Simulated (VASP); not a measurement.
Write the native input for VASP 6.6.1 that does the following.

```yaml
Task: single point
Functional: PBE
Potentials_or_basis: VASP PAW PBE potentials, release 64 (In_d, Ga_d, N)
Cutoff: 600 eV
k_mesh: 6 × 6 × 6
Occupations: gaussian, width 0.02 eV
Spin: no spin polarisation
Dipole_correction: no
Further_INCAR_settings: ALGO = Normal; EDIFF = 1e-06; NBANDS = 66
```

The structure of InGa2N3 lies in POSCAR:

```
InGa2N3
1.0
    5.2109024185     -3.0058076101      0.0000000000
    5.2109024185      3.0058076101      0.0000000000
    0.0000000000      0.0000000000      5.2758056631
In Ga N
2 4 6
Direct
    0.3254991832      0.6745008168      0.9810514672
    0.6745008168      0.3254991832      0.4810514672
    0.0075508370      0.3335873994      0.9891785221
    0.6664126006      0.9924491630      0.9891785221
    0.9924491630      0.6664126006      0.4891785221
    0.3335873994      0.0075508370      0.4891785221
    0.0263147553      0.3339280458      0.3644496172
    0.6660719542      0.9736852447      0.3644496172
    0.9736852447      0.6660719542      0.8644496172
    0.3339280458      0.0263147553      0.8644496172
    0.3073607642      0.6926392358      0.3996932542
    0.6926392358      0.3073607642      0.8996932542
```

The input as run:

INCAR

```
PREC = Accurate ; ENCUT = 600
EDIFF = 1E-6 ; ISMEAR = 0
SIGMA = 0.02 ; LREAL = F
LASPH = T ; NELM = 120
ALGO = Normal ; ISIF = 2
LWAVE = F ; LCHARG = T
GGA = PE ; LELF = T
LVHAR = T ; NBANDS = 66
GGA_COMPAT = F
```

KPOINTS

```
Automatic mesh
0
Gamma
  6 6 6
```

Potentials or basis: VASP PAW PBE potentials, release 64 (In_d, Ga_d, N).

Launch:

```console
$ cat potpaw_PBE.64/In_d/POTCAR potpaw_PBE.64/Ga_d/POTCAR potpaw_PBE.64/N/POTCAR > POTCAR
$ mpirun -np 1 vasp_std > vasp.out
```

It gave:

```yaml
Pressure: -7.5 GPa
Largest_force: 0.011 eV/Å
Band_gap_on_the_k_mesh: 0.50 eV
```

Caveat: the stress differs along the axes, from -11 to 0 GPa; semilocal functionals underestimate gaps, and a narrow one can read as zero; spin-orbit coupling is left out, which moves the levels of the heavy elements.

Run time: 19 min on 1 thread of Oxide Virtual Turin-like Processor, on a shared host, peak memory 0.64 GiB.
